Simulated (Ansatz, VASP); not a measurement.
# One calculation of Pt, two programs

```
CELL_PARAMETERS angstrom
0.00000 1.90493 2.15543
1.90493 0.00000 2.15543
1.90493 1.90493 0.00000
ATOMIC_POSITIONS crystal
Pt 0.00000 0.00000 0.00000
```

Alike in both runs: task single point; functional LDA; k mesh 22 × 22 × 22; occupations gaussian, width 0.15 eV; no spin polarisation.

|  | VASP | Ansatz |
| --- | --- | --- |
| version | VASP 6.6.1 | Ansatz 0.2.0 |
| potentials or method | VASP PAW LDA potentials, release 64 (Pt), cutoff 520 eV | scalar-relativistic, plane waves, PAW |
| valence electrons in the cell | 10 | 18 |

```csv
,VASP,Ansatz,Ansatz less VASP
gap on the k mesh at the Fermi level (eV),none,none,-
pressure (GPa),-12.6,-13.2,-0.58
"traceless stress, the component that is largest in VASP (GPa)",-9.45,-9.43,+0.027
```

LDA's correlation is that of Perdew and Zunger in VASP and of Perdew and Wang (1992) in Ansatz. A gap of «none» marks a metal or a gap that the smearing closes. VASP's potentials hold 10 valence electrons a cell and Ansatz's 18, so a difference there can come from the potentials and not from the codes.

Spin-orbit coupling is off throughout.
